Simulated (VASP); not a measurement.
# KCl (Pm-3m) in VASP: a series of runs, part 2 of 2

VASP 6.6.1. The steps go on from the part before.

### 3 Single point, PBE (volume changed by +3%)

Input file INCAR:

```
SYSTEM = KCl
ALGO = Normal
EDIFF = 1E-7
ENCUT = 520
GGA = PE
ISIF = 2
ISMEAR = 0
LASPH = .True.
LCHARG = .True.
LELF = .True.
LREAL = .False.
LVHAR = .True.
LWAVE = .False.
NBANDS = 15
NELM = 60
PREC = Accurate
SIGMA = 0.01
```

Input file KPOINTS:

```
k-points
0
Gamma
  6 6 6
  0 0 0
```

Input file POSCAR:

```
KCl
1.0
    3.8728222971      0.0000000000      0.0000000000
    0.0000000000      3.8728222971      0.0000000000
    0.0000000000      0.0000000000      3.8728222971
K Cl
1 1
Direct
    0.0000000000      0.0000000000      0.0000000000
    0.5000000000      0.5000000000      0.5000000000
```

Potentials or basis: VASP PAW PBE potentials, release 64 (K_sv, Cl).

Launch:

```bash
> cat potpaw_PBE.64/K_sv/POTCAR potpaw_PBE.64/Cl/POTCAR > POTCAR
> mpirun -np 1 vasp_std > vasp.out
```

OUTCAR:

```text
SYSTEM = KCl
   EDIFF = 1E-7
   ENCUT = 520
   GGA = PE
   ISIF = 2
   ISMEAR = 0
   LASPH = .True.
   LREAL = .False.
   NELM = 60
   PREC = Accurate

 ion  position               nearest neighbor table
   1  0.000  0.000  0.000-
   2  0.500  0.500  0.500-

  LATTYP: Found a simple cubic cell.
 ALAT       =     3.8728222971

  Lattice vectors:

 A1 = (   3.8728222971,   0.0000000000,   0.0000000000)
 A2 = (   0.0000000000,   3.8728222971,   0.0000000000)
 A3 = (   0.0000000000,   0.0000000000,   3.8728222971)

Analysis of symmetry for initial positions (statically):
=====================================================================
 Subroutine PRICEL returns:
 Original cell was already a primitive cell.

 Routine SETGRP: Setting up the symmetry group for a
 simple cubic supercell.

 Subroutine GETGRP returns: Found 48 space group operations
 (whereof 48 operations were pure point group operations)
 out of a pool of 48 trial point group operations.

The static configuration has the point symmetry O_h .

Analysis of symmetry for dynamics (positions and initial velocities):
=====================================================================
 Subroutine PRICEL returns:
 Original cell was already a primitive cell.

 Routine SETGRP: Setting up the symmetry group for a
 simple cubic supercell.

 Subroutine GETGRP returns: Found 48 space group operations
 (whereof 48 operations were pure point group operations)
 out of a pool of 48 trial point group operations.

The dynamic configuration has the point symmetry O_h .

 Subroutine INISYM returns: Found 48 space group operations
 (whereof 48 operations are pure point group operations),
 and found     1 'primitive' translations

----------------------------------------------------------------------------------------

                                     Primitive cell

  volume of cell :      58.0875

  direct lattice vectors                    reciprocal lattice vectors
     3.872822297  0.000000000  0.000000000     0.258209627  0.000000000  0.000000000
     0.000000000  3.872822297  0.000000000     0.000000000  0.258209627  0.000000000
     0.000000000  0.000000000  3.872822297     0.000000000  0.000000000  0.258209627

  length of vectors
     3.872822297  3.872822297  3.872822297     0.258209627  0.258209627  0.258209627

  position of ions in fractional coordinates (direct lattice)
     0.000000000  0.000000000  0.000000000
     0.500000000  0.500000000  0.500000000

  ion indices of the primitive-cell ions
   primitive index   ion index
                 1           1
                 2           2

----------------------------------------------------------------------------------------

 KPOINTS: k-points

Automatic generation of k-mesh.
 Grid dimensions read from file:
 generate k-points for:    6    6    6

 Generating k-lattice:

  Cartesian coordinates                     Fractional coordinates (reciprocal lattice)
     0.043034938  0.000000000  0.000000000     0.166666667  0.000000000  0.000000000
     0.000000000  0.043034938  0.000000000     0.000000000  0.166666667  0.000000000
     0.000000000  0.000000000  0.043034938     0.000000000  0.000000000  0.166666667

  Length of vectors
     0.043034938  0.043034938  0.043034938

  Shift w.r.t. Gamma in fractional coordinates (k-lattice)
     0.000000000  0.000000000  0.000000000

 Subroutine IBZKPT returns following result:
 ===========================================

 Found     20 irreducible k-points:

 Following reciprocal coordinates:
            Coordinates               Weight
  0.000000  0.000000  0.000000      1.000000
  0.166667  0.000000  0.000000      6.000000
  0.333333  0.000000  0.000000      6.000000
  0.500000  0.000000  0.000000      3.000000
  0.166667  0.166667  0.000000     12.000000
  0.333333  0.166667  0.000000     24.000000
[... 12 lines left out ...]
  0.500000  0.500000  0.333333      6.000000
  0.500000  0.500000  0.500000      1.000000
   k-points           NKPTS =     20   k-points in BZ     NKDIM =     20   number of bands    NBANDS=     15
   number of dos      NEDOS =    301   number of ions     NIONS =      2
   total plane-waves  NPLWV =  27000
   dimension x,y,z NGX =    30 NGY =   30 NGZ =   30
   dimension x,y,z NGXF=    60 NGYF=   60 NGZF=   60
   ions per type =               1   1
   NGX,Y,Z   is equivalent  to a cutoff of  12.88, 12.88, 12.88 a.u.
   NGXF,Y,Z  is equivalent  to a cutoff of  25.76, 25.76, 25.76 a.u.
 SYSTEM =  KCl
   PREC   = accura    normal or accurate (medium, high low for compatibility)
   ISTART =      0    job   : 0-new  1-cont  2-samecut
   ICHARG =      2    charge: 1-file 2-atom 10-const
   ISPIN  =      1    spin polarized calculation?
   LNONCOLLINEAR =      F non collinear calculations
   LSORBIT =      F    spin-orbit coupling
   LASPH  =      T    aspherical Exc in radial PAW
   ENCUT  =  520.0 eV  38.22 Ry    6.18 a.u.   7.20  7.20  7.20*2*pi/ulx,y,z
   NELM   =     60;   NELMIN=  2; NELMDL= -5     # of ELM steps
   EDIFF  = 0.1E-06   stopping-criterion for ELM
   LREAL  =      F    real-space projection
   EDIFFG = 0.1E-05   stopping-criterion for IOM
   NSW    =      0    number of steps for IOM
   IBRION =     -1    ionic relax: 0-MD 1-quasi-New 2-CG
   NFREE  =      0    steps in history (QN), initial steepest desc. (CG)
   ISIF   =      2    stress and relaxation
   ISYM   =      2    0-nonsym 1-usesym 2-fastsym
   POTIM  = 0.5000    time-step for ionic-motion
   TEBEG  =    0.0;   TEEND  =   0.0 temperature during run
   PSTRESS=    0.0 pullay stress
   NELECT =      16.0000    total number of electrons
   NUPDOWN=      -1.0000    fix difference up-down
   EMIN   =  10.00;   EMAX   =-10.00  energy-range for DOS
   EFERMI =   0.00;   METHOD = LEGACY
   ISMEAR =     0;   SIGMA  =   0.01  broadening in eV -4-tet -1-fermi 0-gaus
   EFERMI_NEDOS =   21; number of points for ismear=-14 and -15
   IALGO  =     38    algorithm
   IMIX   =      4    mixing-type and parameters
     AMIX     =   0.40;   BMIX     =  1.00
     AMIX_MAG =   1.60;   BMIX_MAG =  1.00
  volume/ion in A,a.u.               =      29.04       196.00
  Fermi-wavevector in a.u.,A,eV,Ry     =   1.065174  2.012887 15.437113  1.134596
  Thomas-Fermi vector in A             =   2.200717
   LORBIT       =      0    0 simple, 1 ext, 2 COOP (PROOUT), +10 PAW based schemes
   GGA     = PE    functional components
   LHFCALC =     F    Hartree Fock is set to
   AEXX    =    0.0000 exact exchange contribution
   IVDW    =     0    specifies the selected vdW correction
   LEPSILON=     F    determine dielectric tensor
   LRPA    =     F    only Hartree local field effects (RPA)
 non-spin polarized calculation
 Gauss-broadening in eV      SIGMA  =   0.01
  energy-cutoff  :      520.00
  volume of cell :       58.09
 maximum number of plane-waves:      1596
 NGX is ok and might be reduce to    30
   NGX = 15   NGY = 15   NGZ = 15

 number of electron      16.0000005 magnetization

 Free energy of the ion-electron system (eV)
  ---------------------------------------------------
  ext. energy  EPLUGINS =         0.00000000
  ---------------------------------------------------
  free energy    TOTEN  =        -6.65318451 eV

  energy without entropy =       -6.65318451  energy(sigma->0) =       -6.65318451

 E-fermi :  -0.8918     XC(G=0):  -7.9588

 val. band max:       -0.9574549039   @ k =   0.5000   0.5000   0.0000
 cond. band min:       3.7327447612   @ k =   0.0000   0.0000   0.0000
 fundamental gap:      4.6901996652
 Fermi energy:        -0.8917691586

 k-point     1 :       0.0000    0.0000    0.0000
  band No.  band energies     occupation
      1     -29.0697      2.00000
      2     -13.4767      2.00000
      3     -12.4608      2.00000
      4     -12.4608      2.00000
      5     -12.4608      2.00000
      6      -1.1552      2.00000
      7      -1.1552      2.00000
      8      -1.1552      2.00000
      9       3.7327      0.00000
     10       5.6296      0.00000
     11       5.6296      0.00000
     12       9.6077      0.00000
     13       9.6077      0.00000
     14       9.6077      0.00000
[... 329 lines left out ...]
      2     -13.1051      2.00000
      3     -12.6163      2.00000
      4     -12.6163      2.00000
      5     -12.6163      2.00000
      6      -2.2038      2.00000
      7      -2.2038      2.00000
      8      -2.2038      2.00000
      9       7.7639      0.00000
     10       7.7639      0.00000
     11       7.7639      0.00000
     12       8.8089      0.00000
     13       8.8089      0.00000
     14       8.8089      0.00000
     15      11.1430      0.00000

------------------------ aborting loop because EDIFF is reached ----------------------------------------

  FORCE on cell =-STRESS in cart. coord.  units (eV):
  Direction    XX          YY          ZZ          XY          YZ          ZX
  --------------------------------------------------------------------------------------
  -------------------------------------------------------------------------------------
  Total       -0.1818488     -0.1818488     -0.1818488      0.0000000      0.0000000      0.0000000
  in kB       -5.0157769     -5.0157769     -5.0157769      0.0000000      0.0000000      0.0000000
  external PRESSURE =      -5.0157769 kB  Pullay stress =       0.0000000 kB

 VOLUME and BASIS-vectors are now :
 -----------------------------------------------------------------------------
  energy-cutoff  :      520.00
  volume of cell :       58.09
      direct lattice vectors                 reciprocal lattice vectors
     3.872822297  0.000000000  0.000000000     0.258209627  0.000000000  0.000000000
     0.000000000  3.872822297  0.000000000     0.000000000  0.258209627  0.000000000
     0.000000000  0.000000000  3.872822297     0.000000000  0.000000000  0.258209627

 POSITION                                       TOTAL-FORCE (eV/Angst)
 -----------------------------------------------------------------------------------
      0.00000      0.00000      0.00000         0.000000      0.000000      0.000000
      1.93641      1.93641      1.93641         0.000000      0.000000      0.000000
 -----------------------------------------------------------------------------------
    total drift:                                0.000000      0.000000     -0.000000

  FREE ENERGIE OF THE ION-ELECTRON SYSTEM (eV)
  ---------------------------------------------------
  free  energy   TOTEN  =        -6.6531845058 eV

  energy  without entropy=       -6.6531845058  energy(sigma->0) =       -6.65318451
```

Wall time 8.2 s (1 thread of Intel Xeon 6975P-C (Granite Rapids), shared host); peak memory 0.17 GiB.

What came out:

| Property | Result |
| --- | --- |
| Free energy | -6.6532 eV |
| Pressure | -0.5 GPa |
| Band gap on the k mesh | 4.69 eV, indirect (least direct gap 4.89 eV) |

### 4 Single point, PBE (volume changed by +6%)

Input file INCAR:

```
PREC     = Accurate       # precision mode
ENCUT    = 520            # plane-wave cutoff, eV
EDIFF    = 1E-7           # SCF threshold, eV
ISMEAR   = 0              # smearing method
SIGMA    = 0.01           # smearing width, eV
LREAL    = False          # projectors in reciprocal space
LASPH    = True           # aspherical terms in the spheres
NELM     = 60             # most SCF steps
ALGO     = Normal         # electronic algorithm
ISIF     = 2              # what is computed and relaxed
LWAVE    = False          # write WAVECAR
LCHARG   = False          # write CHGCAR
GGA      = PE             # functional
NBANDS   = 15             # bands
```

Input file KPOINTS:

```
regular mesh
0
Gamma
  6 6 6
```

Input file POSCAR:

```
KCl
1.0
    3.9100632576      0.0000000000      0.0000000000
    0.0000000000      3.9100632576      0.0000000000
    0.0000000000      0.0000000000      3.9100632576
K Cl
1 1
Direct
    0.0000000000      0.0000000000      0.0000000000
    0.5000000000      0.5000000000      0.5000000000
```

Launch:

```bash
> cat potpaw_PBE.64/K_sv/POTCAR potpaw_PBE.64/Cl/POTCAR > POTCAR
> mpirun -np 1 vasp_std > vasp.out
```

Run time: 7.5 s. Hardware: 1 thread of Intel Xeon 6975P-C (Granite Rapids), shared host; peak memory 0.16 GiB.

Results (log left out):

| Quantity | Value |
| --- | --- |
| Free energy | -6.6461 eV |
| Pressure | -0.9 GPa |
| Band gap on the k mesh | 4.58 eV, indirect (least direct gap 4.77 eV) |

Levels at points of the mesh, in eV from the valence-band top:
```csv
k point,band 4,band 5,band 6,band 7,band 8,band 9,band 10,band 11,band 12,band 13
"(0.00, 0.00, 0.00)",-11.56,-11.56,-0.19,-0.19,-0.19,4.58,6.60,6.60,10.48,10.48
"(0.50, 0.00, 0.00)",-11.54,-11.42,-1.61,-0.19,-0.19,7.44,7.86,7.93,10.11,10.28
"(0.50, 0.50, 0.00)",-11.75,-11.52,-1.11,-1.11,0.00,6.14,7.21,8.88,8.88,10.90
"(0.50, 0.50, 0.50)",-11.71,-11.71,-1.18,-1.18,-1.18,8.63,8.63,8.63,9.64,9.64
```

 A k mesh can miss the band edges.

### 5 Single point, r2SCAN (volume changed by -6%)

Input file POSCAR:

```
KCl
1.0
    3.6938317256      0.0000000000      0.0000000000
    0.0000000000      3.6938317256      0.0000000000
    0.0000000000      0.0000000000      3.6938317256
K Cl
1 1
Direct
    0.0000000000      0.0000000000      0.0000000000
    0.5000000000      0.5000000000      0.5000000000
```

Input file INCAR.step1:

```
SYSTEM = KCl
PREC = Accurate
ENCUT = 520
ISMEAR = 0
SIGMA = 0.01
LREAL = .False.
LASPH = .True.
NELM = 80
NBANDS = 15
GGA = PE
ALGO = Normal
EDIFF = 1E-4
LWAVE = .True.
LCHARG = .False.
```

Input file INCAR.step2:

```
SYSTEM = KCl
PREC = Accurate
ENCUT = 520
EDIFF = 1E-6
ISMEAR = 0
SIGMA = 0.01
LREAL = .False.
LASPH = .True.
NELM = 80
ALGO = Normal
ISIF = 2
LWAVE = .False.
LCHARG = .True.
METAGGA = R2SCAN
LMIXTAU = .True.
LELF = .True.
LVHAR = .True.
NBANDS = 15
ISTART = 1
```

Input file KPOINTS:

```
Automatic mesh
0
Gamma
  6 6 6
  0 0 0
```

Launch:

```bash
> cat potpaw_PBE.64/K_sv/POTCAR potpaw_PBE.64/Cl/POTCAR > POTCAR
> cp INCAR.step1 INCAR
> mpirun -np 1 vasp_std > vasp.out
> cp INCAR.step2 INCAR
> mpirun -np 1 vasp_std > vasp.out
```

It took 21 s on 1 thread of Intel Xeon 6975P-C (Granite Rapids), shared host; peak memory 0.16 GiB.

Results (log left out):

```
Free energy            : -16.3912 eV
Pressure               : 1.6 GPa
Band gap on the k mesh : 6.13 eV, indirect (least direct gap 6.35 eV)
```

Levels at points of the mesh, in eV from the valence-band top:
```
           k point  band 4  band 5  band 6  band 7  band 8  band 9  band 10  band 11  band 12  band 13
(0.00, 0.00, 0.00)  -11.59  -11.59   -0.23   -0.23   -0.23    6.13     7.01     7.01    11.75    11.75
(0.50, 0.00, 0.00)  -11.54  -11.43   -2.08   -0.27   -0.27    8.58     9.08     9.68    10.85    11.74
(0.50, 0.50, 0.00)  -11.90  -11.51   -1.40   -1.40    0.00    6.89     8.16     9.76     9.76    13.26
(0.50, 0.50, 0.50)  -11.82  -11.82   -1.62   -1.62   -1.62    9.89     9.89     9.89    11.25    11.25
```

Caveat: the PAW data sets were made with another functional, which shifts forces and pressure a little.

### 6 Single point, r2SCAN (volume changed by -3%)

Input file POSCAR:

```
KCl
1.0
    3.7327170224      0.0000000000      0.0000000000
    0.0000000000      3.7327170224      0.0000000000
    0.0000000000      0.0000000000      3.7327170224
K Cl
1 1
Direct
    0.0000000000      0.0000000000      0.0000000000
    0.5000000000      0.5000000000      0.5000000000
```

Input file INCAR.step1:

```
PREC = Accurate
ENCUT = 520
ISMEAR = 0
SIGMA = 0.01
LREAL = F
LASPH = T
NELM = 100
NBANDS = 15
GGA = PE
ALGO = Normal
EDIFF = 1E-4
LWAVE = T
LCHARG = F
```

Input file INCAR.step2:

```
PREC = Accurate
ENCUT = 520
EDIFF = 1E-6
ISMEAR = 0
SIGMA = 0.01
LREAL = F
LASPH = T
NELM = 100
ALGO = Normal
ISIF = 2
LWAVE = F
LCHARG = F
METAGGA = R2SCAN
LMIXTAU = T
NBANDS = 15
ISTART = 1
```

Input file KPOINTS:

```
regular mesh
0
Gamma
  6 6 6
```

Potentials or basis: VASP PAW PBE potentials, release 64 (K_sv, Cl).

Launch:

```bash
> cat potpaw_PBE.64/K_sv/POTCAR potpaw_PBE.64/Cl/POTCAR > POTCAR
> cp INCAR.step1 INCAR
> mpirun -np 1 vasp_std > vasp.out
> cp INCAR.step2 INCAR
> mpirun -np 1 vasp_std > vasp.out
```

Run time: 23 s. Hardware: 1 thread of Intel Xeon 6975P-C (Granite Rapids), shared host; peak memory 0.16 GiB.

The run converged. Its results:

```yaml
Free_energy: -16.4036 eV
Pressure: 0.7 GPa
Band_gap_on_the_k_mesh: 5.96 eV, indirect (least direct gap 6.18 eV)
```

Levels at points of the mesh, in eV from the valence-band top:
| k point | band 6 | band 7 | band 8 | band 9 | band 10 | band 11 |
| --- | --- | --- | --- | --- | --- | --- |
| (0.00, 0.00, 0.00) | -0.22 | -0.22 | -0.22 | 5.96 | 7.05 | 7.05 |
| (0.50, 0.00, 0.00) | -1.99 | -0.25 | -0.25 | 8.57 | 8.90 | 9.50 |
| (0.50, 0.50, 0.00) | -1.35 | -1.35 | 0.00 | 6.88 | 8.12 | 9.75 |
| (0.50, 0.50, 0.50) | -1.53 | -1.53 | -1.53 | 9.78 | 9.78 | 9.78 |

Caveat: the PAW data sets were made with another functional, which shifts forces and pressure a little. A k mesh can miss the band edges.

### 7 The runs side by side

| level | cell | gap on the mesh (eV) | pressure (GPa) |
| --- | --- | --- | --- |
| PBE | a = 3.796 Å, 2 atoms | 4.94 | 0.6 |
| PBE | a = 3.873 Å, 2 atoms | 4.69 | -0.5 |
| PBE | a = 3.910 Å, 2 atoms | 4.58 | -0.9 |
| r2SCAN | a = 3.694 Å, 2 atoms | 6.13 | 1.6 |
| r2SCAN | a = 3.733 Å, 2 atoms | 5.96 | 0.7 |

Alike in all rows: task single point; potentials or basis VASP PAW PBE potentials, release 64 (K_sv, Cl); no spin polarisation; k mesh 6 × 6 × 6; cutoff (eV) 520; smearing gaussian 0.01 eV.

Caveats: the PAW data sets were made with another functional, which shifts forces and pressure a little (some runs).

Absolute energies hang on the potentials; compare differences alone.
